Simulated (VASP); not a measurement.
Set up this calculation in VASP 6.6.1, as the native input.

```yaml
Task: single point
Functional: PBE
Potentials_or_basis: VASP PAW PBE potentials, release 64 (Sr_sv, S, O)
Cutoff: 520 eV
k_mesh: 7 × 7 × 5
Occupations: fermi-dirac, width 0.05 eV
Spin: no spin polarisation
Dipole_correction: no
Further_INCAR_settings: ALGO = Normal; EDIFF = 1e-06; NBANDS = 24
```

The structure of Sr2SO lies in POSCAR:

```
Sr2SO
1.0
    3.9392413418      0.0000000000      0.0000000000
    0.0000000000      3.9392413418      0.0000000000
    0.0000000000      0.0000000000      5.5777403336
Sr S O
2 1 1
Direct
    0.5000000000      0.5000000000      0.5000000000
    0.0000000000      0.0000000000      0.0000000000
    0.0000000000      0.0000000000      0.5000000000
    0.5000000000      0.5000000000      0.0000000000
```

One way to write it, as run:

INCAR

```
PREC = Accurate
ENCUT = 520
EDIFF = 1E-6
ISMEAR = -1
SIGMA = 0.05
LREAL = False
LASPH = True
NELM = 60
ALGO = Normal
ISIF = 2
LWAVE = False
LCHARG = False
GGA = PE
NBANDS = 24
```

KPOINTS

```
Automatic mesh
0
Gamma
  7 7 5
```

Potentials or basis: VASP PAW PBE potentials, release 64 (Sr_sv, S, O).

Command:

```sh
$ cat potpaw_PBE.64/Sr_sv/POTCAR potpaw_PBE.64/S/POTCAR potpaw_PBE.64/O/POTCAR > POTCAR
$ mpirun -np 1 vasp_std > vasp.out
```

It gave:

- Pressure: 5.3 GPa
- Band gap on the k mesh: 2.12 eV, direct

Wall time 58 s on 1 thread of Intel(R) Xeon(R) Platinum 8488C (Sapphire Rapids), with other jobs on the host, peak memory 0.22 GiB.
